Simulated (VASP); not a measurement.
A run of VASP 6.6.1:

File INCAR:

```
SYSTEM = Na4Li7S2Cl7
PREC = Accurate ; ENCUT = 520
EDIFF = 1E-7 ; ISMEAR = -1
SIGMA = 0.05 ; LREAL = Auto
LASPH = .TRUE. ; NELM = 100
ALGO = Normal ; ISIF = 2
LWAVE = .FALSE. ; LCHARG = .TRUE.
GGA = PE ; IVDW = 12
LELF = .TRUE. ; LVHAR = .TRUE.
NBANDS = 71 ; ISYM = 0
```

The input KPOINTS:

```
Automatic mesh
0
Gamma
  1 1 1
  0.25 0.25 0.25
```

POSCAR

```
Na4Li7S2Cl7
1.0
    7.4728680000      0.0415700000     -0.1084870000
    0.0415700000      7.3694800000     -0.0643420000
   -0.1084870000     -0.0643420000      7.5562280000
Na S Li Cl
4 2 7 7
Direct
    0.7653042012      0.4671491910      0.4506592271
    0.9303640894      0.8881648807      0.4066482263
    0.3973911847      0.7674530490      0.8486905426
    0.9003355516      0.1457739255      1.0170025427
    0.6047545687      0.6261569783      0.1704481656
    0.1295269473      0.4474363036      0.1182326601
    0.1953931871      0.2616831516      0.3467757773
    0.4338438113      0.9079242087      0.2412449800
    0.3287673420      0.6052896605      0.3079156068
    0.8571881814      0.6075326607      0.0288630307
    0.4796790263      0.3482249171      0.0589633381
    0.1100144503      0.4468013651      0.7952196825
    0.5253708603      0.1239878349      0.5820076543
    0.8948571804      0.7119888382      0.7364197000
    0.5718277735      0.1279733738      0.8748266916
    0.9792568806      0.2328411367      0.6075162244
    0.6653403774      0.0997856292      0.3150414715
    0.1773717515      0.9313111506      0.0817544086
    0.3837699345      0.4534822911      0.5891795492
    0.3176981164      0.8979949872      0.5145753819
```

Potentials or basis: VASP PAW PBE potentials, release 64 (Na_pv, S, Li_sv, Cl).

Command:

```console
$ cat potpaw_PBE.64/Na_pv/POTCAR potpaw_PBE.64/S/POTCAR potpaw_PBE.64/Li_sv/POTCAR potpaw_PBE.64/Cl/POTCAR > POTCAR
$ mpirun -np 1 vasp_std > vasp.out
```

Hardware: 1 thread of Intel(R) Xeon(R) Platinum 8488C (Sapphire Rapids) (shared host).

Q: How long does it take, and how much memory?

A: Wall time 53 s on 1 thread of Intel(R) Xeon(R) Platinum 8488C (Sapphire Rapids), with other jobs on the host, peak memory 0.46 GiB. Counts: scf iterations 17, k points 1.
